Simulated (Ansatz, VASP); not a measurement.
## Two plane-wave programs on GaN

INCAR

```
ALGO     = Normal         # electronic algorithm
EDIFF    = 1E-7           # SCF threshold, eV
ENCUT    = 520            # plane-wave cutoff, eV
GGA      = PE             # functional
ISIF     = 2              # what is computed and relaxed
ISMEAR   = 0              # smearing method
ISPIN    = 2              # spin polarisation
LASPH    = T              # aspherical terms in the spheres
LCHARG   = F              # write CHGCAR
LORBIT   = 11             # projections on sites
LREAL    = F              # projectors in reciprocal space
LWAVE    = F              # write WAVECAR
MAGMOM   = 0 0 0 1 1 1    # initial moments
NBANDS   = 40             # bands
NELM     = 150            # most SCF steps
PREC     = Accurate       # precision mode
SIGMA    = 0.1            # smearing width, eV
```

KPOINTS

```
k-points
0
Gamma
  6 6 2
```

Contents of POSCAR:

```
GaN
1.0
    2.9937912642      0.0000000000      0.0000000000
    0.0000000000      3.2084727220      0.0000000000
    0.0000000000      0.0000000000      7.5885551312
Ga N
3 3
Direct
    0.5000000000      0.5000000000      0.1722212973
    0.5000000000      0.5000000000      0.8277787027
    0.0000000000      0.0000000000      0.5000000000
    0.5000000000      0.0000000000      0.3218882176
    0.0000000000      0.5000000000      0.0000000000
    0.5000000000      0.0000000000      0.6781117824
```

Input for Ansatz:

```yaml
crystal:
  lattice:
    - [2.9937912642, 0.0, 0.0]
    - [0.0, 3.208472722, 0.0]
    - [0.0, 0.0, 7.5885551312]
  atoms:
    - { symbol: Ga, position: [0.5, 0.5, 0.1722212973] }
    - { symbol: Ga, position: [0.5, 0.5, 0.8277787027] }
    - { symbol: Ga, position: [0.0, 0.0, 0.5] }
    - { symbol: "N", position: [0.5, 0.0, 0.3218882176], spin: 1.0 }
    - { symbol: "N", position: [0.0, 0.5, 0.0], spin: 1.0 }
    - { symbol: "N", position: [0.5, 0.0, 0.6781117824], spin: 1.0 }
basis:
  ecutwfc: 420
kpoints:
  mp_grid: { grid: [6, 6, 2] }
hamiltonian:
  xc: pbe
scf:
  occupations: { method: gaussian, width: 0.1 }
  lower_state_search: "off"
output:
  forces: true
  stress: true
  eigenvalues: true
  populations: true
magnetization:
  spin_polarized: true
```

Alike in both runs: task single point; functional PBE; k mesh 6 × 6 × 2; occupations gaussian, width 0.1 eV; collinear spin.

|  | VASP | Ansatz |
| --- | --- | --- |
| version | VASP 6.6.1 | Ansatz 0.2.0 |
| potentials or method | VASP PAW PBE potentials, release 64 (Ga_d, N), cutoff 520 eV | scalar-relativistic, plane waves, PAW |
| valence electrons in the cell | 54 | 54 |

|  | VASP | Ansatz | Ansatz less VASP |
| --- | --- | --- | --- |
| gap on the k mesh at the Fermi level (eV) | none | none | - |
| pressure (GPa) | 0.5 | 0.3 | -0.21 |
| traceless stress, the component that is largest in VASP (GPa) | -0.36 | -0.16 | +0.199 |
| rms of the force components (eV/Å) | 0.023 | 0.016 | -0.0078 |
| net moment per atom (μB) | 0.00 | 0.00 | -0.001 |

Atom by atom the forces differ by 0.008 eV/Å (rms over components). A gap of «none» marks a metal or a gap that the smearing closes. With one functional, cell and mesh, what is left measures potentials, basis and numerics. Ansatz's warnings: seeded moment not kept.

The k mesh is coarse, so the values compare programs but aren't converged.
